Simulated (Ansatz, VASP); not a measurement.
# Ta2C: VASP beside Ansatz

File POSCAR:

```
Ta2C
1.0
    3.1101644559      0.0000000000      0.0000000000
   -1.5550822280      2.6934814288      0.0000000000
    0.0000000000      0.0000000000      4.9422989472
Ta C
2 1
Direct
    0.3333333333      0.6666666667      0.2535635793
    0.6666666667      0.3333333333      0.7464364207
    0.0000000000      0.0000000000      0.0000000000
```

Contents of INCAR.step1:

```
  ALGO = Normal
  EDIFF = 1E-4
  ENCUT = 520
  GGA = PE
  ISMEAR = 0
  LASPH = True
  LCHARG = False
  LREAL = False
  LWAVE = True
  NBANDS = 20
  NELM = 60
  PREC = Accurate
  SIGMA = 0.1
```

The input INCAR.step2:

```
  ALGO = Normal
  EDIFF = 1E-6
  ENCUT = 520
  ISIF = 2
  ISMEAR = 0
  ISTART = 1
  LASPH = True
  LCHARG = False
  LMIXTAU = True
  LREAL = False
  LWAVE = False
  METAGGA = R2SCAN
  NBANDS = 20
  NELM = 60
  PREC = Accurate
  SIGMA = 0.1
```

The input KPOINTS:

```
k-points
0
Gamma
  18 18 10
```

Input for Ansatz:

```yaml
crystal:
  lattice:
    - [3.1101644565, 0.0, 0.0]
    - [-1.5550822283, 2.6934814293, 0.0]
    - [0.0, 0.0, 4.9422989461]
  atoms:
    - { symbol: Ta, position: [0.3333333333, 0.6666666667, 0.2535635792] }
    - { symbol: Ta, position: [0.6666666667, 0.3333333333, 0.7464364208] }
    - { symbol: C, position: [0.0, 0.0, 0.0] }
basis:
  ecutwfc: 500
kpoints:
  mp_grid: { grid: [18, 18, 10] }
hamiltonian:
  xc: r2scan
scf:
  occupations: { method: gaussian, width: 0.1 }
output:
  forces: true
  stress: true
  eigenvalues: true
```

Alike in both runs: task single point; functional r2SCAN; k mesh 18 × 18 × 10; occupations gaussian, width 0.1 eV; no spin polarisation.

|  | VASP | Ansatz |
| --- | --- | --- |
| version | VASP 6.6.1 | Ansatz 0.2.0 |
| potentials or method | VASP PAW PBE potentials, release 64 (Ta_pv, C), cutoff 520 eV | scalar-relativistic, plane waves, PAW |
| valence electrons in the cell | 26 | 30 |

|  | VASP | Ansatz | Ansatz less VASP |
| --- | --- | --- | --- |
| gap on the k mesh at the Fermi level (eV) | none | none | - |
| pressure (GPa) | 0.9 | 0.0 | -0.85 |
| rms of the force components (eV/Å) | 0.022 | 0.000 | -0.0213 |

VASP's potentials were made for PBE, not for r2SCAN. Atom by atom the forces differ by 0.022 eV/Å (rms over components). A gap of «none» marks a metal or a gap that the smearing closes. VASP's potentials hold 26 valence electrons a cell and Ansatz's 30, so a difference there can come from the potentials and not from the codes.

Neither program's run includes spin-orbit coupling.
